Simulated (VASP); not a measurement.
Wanted: the native input for a VASP 6.6.1 run.

```yaml
Task: single point
Functional: PBE
Potentials_or_basis: VASP PAW PBE potentials, release 64 (Re_sv_GW)
Cutoff: 560 eV
k_mesh: 18 × 18 × 10
Occupations: gaussian, width 0.15 eV
Spin: no spin polarisation
Dipole_correction: no
Further_INCAR_settings: ALGO = Normal; EDIFF = 1e-06; NBANDS = 22
```

The structure of Re lies in POSCAR:

```
Re
1.0
    2.7748241524      0.0000000000      0.0000000000
   -1.3874120762      2.4030682070      0.0000000000
    0.0000000000      0.0000000000      4.4842238099
Re
2
Direct
    0.3162718118      0.6325436236      0.2229050098
    0.6837281882      0.3674563764      0.7770949902
```

This cell differs from its parent crystal: atoms displaced along several vibrational modes.

These files were run (other wordings do the same):

INCAR

```
  ALGO = Normal
  EDIFF = 1E-6
  ENCUT = 560
  GGA = PE
  GGA_COMPAT = False
  ISIF = 2
  ISMEAR = 0
  LASPH = True
  LCHARG = False
  LREAL = False
  LWAVE = False
  NBANDS = 22
  NELM = 120
  PREC = Accurate
  SIGMA = 0.15
```

KPOINTS

```
k-points
0
Gamma
  18 18 10
```

Potentials or basis: VASP PAW PBE potentials, release 64 (Re_sv_GW).

Launch:

```sh
$ cat potpaw_PBE.64/Re_sv_GW/POTCAR > POTCAR
$ mpirun -np 1 vasp_std > vasp.out
```

It gave:

* Pressure: 9.1 GPa
* Largest force: 2.850 eV/Å
* Band gap on the k mesh: zero (bands 15 and 16 overlap by 3.02 eV)

Caveat: the cell differs from its parent crystal (atoms displaced along several vibrational modes); the stress differs along the axes, from 3 to 14 GPa; spin-orbit coupling is left out, which moves the levels of the heavy elements; forces of over 1 eV/Å act on the atoms, so gaps and moduli don't describe the material at rest.

It took 4.4 min on 1 thread of Intel(R) Xeon(R) Platinum 8488C (Sapphire Rapids) (shared host), peak memory 0.61 GiB.
